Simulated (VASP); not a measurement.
AlN, 4 atoms in the cell. It takes space group P6_3mc (No. 186, hexagonal). Conventional cell: a = 3.129 Å, b = 3.129 Å, c = 5.017 Å, α = 90.00°, β = 90.00°, γ = 120.00°. Within 2.5 Å of Al (site symmetry 3m) lie 4 N at 1.90 to 1.91 Å. N (site symmetry 3m) has 4 Al at 1.90 to 1.91 Å within 2.5 Å. 

* Program: VASP 6.6.1
* Task: single point
* Functional: PBE
* Potentials or basis: VASP PAW PBE potentials, release 64 (Al, N)
* Cutoff: 520 eV
* k mesh: 12 × 12 × 7
* Occupations: gaussian, width 0.05 eV
* Spin: no spin polarisation
* Dipole correction: no
* Further INCAR settings: ALGO = Normal; EDIFF = 1e-06; NBANDS = 16

Potentials or basis: VASP PAW PBE potentials, release 64 (Al, N).

Launch:

```console
$ cat potpaw_PBE.64/Al/POTCAR potpaw_PBE.64/N/POTCAR > POTCAR
$ mpirun -np 1 vasp_std > vasp.out
```

Hardware: 1 thread of AMD EPYC 7R13 (shared host).

Q: Estimate the wall time of this run.

A: It took 64 s on 1 thread of AMD EPYC 7R13, with other jobs on the host, peak memory 0.15 GiB. Counts: scf iterations 13, k points 76.
